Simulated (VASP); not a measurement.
Wanted: the native input for a VASP 6.6.1 run.

* Task: single point
* Functional: r2SCAN
* Potentials or basis: VASP PAW PBE potentials, release 64 (B, N)
* Cutoff: 520 eV
* k mesh: 16 × 16 × 6
* Occupations: gaussian, width 0.05 eV
* Spin: no spin polarisation
* Dipole correction: no
* Further INCAR settings: ALGO = Normal; EDIFF = 1e-07; NBANDS = 16

Crystal: BN.

```
CELL_PARAMETERS angstrom
2.50399 0.00000 0.00000
-1.25200 2.16852 0.00000
0.00000 0.00000 6.66120
ATOMIC_POSITIONS crystal
B 0.33333 0.66667 0.25000
B 0.66667 0.33333 0.75000
N 0.33333 0.66667 0.75000
N 0.66667 0.33333 0.25000
```

One way to write it, as run:

POSCAR

```
BN
1.0
    2.5039909975      0.0000000000      0.0000000000
   -1.2519954988      2.1685198147      0.0000000000
    0.0000000000      0.0000000000      6.6611981197
B N
2 2
Direct
    0.3333333333      0.6666666667      0.2500000000
    0.6666666667      0.3333333333      0.7500000000
    0.3333333333      0.6666666667      0.7500000000
    0.6666666667      0.3333333333      0.2500000000
```

INCAR.step1

```
SYSTEM = BN
  PREC = Accurate
  ENCUT = 520
  ISMEAR = 0
  SIGMA = 0.05
  LREAL = .FALSE.
  LASPH = .TRUE.
  NELM = 80
  NBANDS = 16
  GGA = PE
  ALGO = Normal
  EDIFF = 1E-4
  LWAVE = .TRUE.
  LCHARG = .FALSE.
```

INCAR.step2

```
SYSTEM = BN
  PREC = Accurate
  ENCUT = 520
  EDIFF = 1E-7
  ISMEAR = 0
  SIGMA = 0.05
  LREAL = .FALSE.
  LASPH = .TRUE.
  NELM = 80
  ALGO = Normal
  ISIF = 2
  LWAVE = .FALSE.
  LCHARG = .TRUE.
  METAGGA = R2SCAN
  LMIXTAU = .TRUE.
  LELF = .TRUE.
  LVHAR = .TRUE.
  NBANDS = 16
  ISTART = 1
```

KPOINTS

```
Automatic mesh
0
G
  16 16 6
  0 0 0
```

Potentials or basis: VASP PAW PBE potentials, release 64 (B, N).

Run with:

```bash
$ cat potpaw_PBE.64/B/POTCAR potpaw_PBE.64/N/POTCAR > POTCAR
$ cp INCAR.step1 INCAR
$ mpirun -np 1 vasp_std > vasp.out
$ cp INCAR.step2 INCAR
$ mpirun -np 1 vasp_std > vasp.out
```

It gave:

```yaml
Pressure: -0.2 GPa
Band_gap_on_the_k_mesh: 4.84 eV (least direct gap 5.32 eV)
```

Caveat: the PAW data sets were made with another functional, which shifts forces and pressure a little.

It took 4.6 min on 1 thread of Intel Xeon 8259CL (shared host), peak memory 0.19 GiB.
